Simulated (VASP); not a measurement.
A run of VASP 6.6.1 is set up as follows.

Contents of INCAR:

```
PREC = Accurate
ENCUT = 520
EDIFF = 1E-7
ISMEAR = 0
SIGMA = 0.1
LREAL = False
LASPH = True
NELM = 60
ALGO = Normal
ISIF = 2
LWAVE = False
LCHARG = False
GGA = PE
NBANDS = 27
```

KPOINTS

```
regular mesh
0
Gamma
  6 6 6
```

The input POSCAR:

```
MgZr2O2
1.0
   -2.9047862452      2.9047862452      3.9879960401
    2.9047862452     -2.9047862452      3.9879960401
    2.9047862452      2.9047862452     -3.9879960401
Mg Zr O
1 2 2
Direct
    0.5000000000      0.5000000000      0.0000000000
    0.5000000000      0.0000000000      0.5000000000
    0.0000000000      0.5000000000      0.5000000000
    0.7500000000      0.2500000000      0.5000000000
    0.2500000000      0.7500000000      0.5000000000
```

Potentials or basis: VASP PAW PBE potentials, release 64 (Mg, Zr_sv, O).

The run is started by

```bash
$ cat potpaw_PBE.64/Mg/POTCAR potpaw_PBE.64/Zr_sv/POTCAR potpaw_PBE.64/O/POTCAR > POTCAR
$ mpirun -np 1 vasp_std > vasp.out
```

(1) What does it give for the band gap on the k mesh?

(2) What does it give for the pressure?

Answers

(1) zero (bands 19 and 20 overlap by 0.06 eV).

(2) 0.3 GPa.
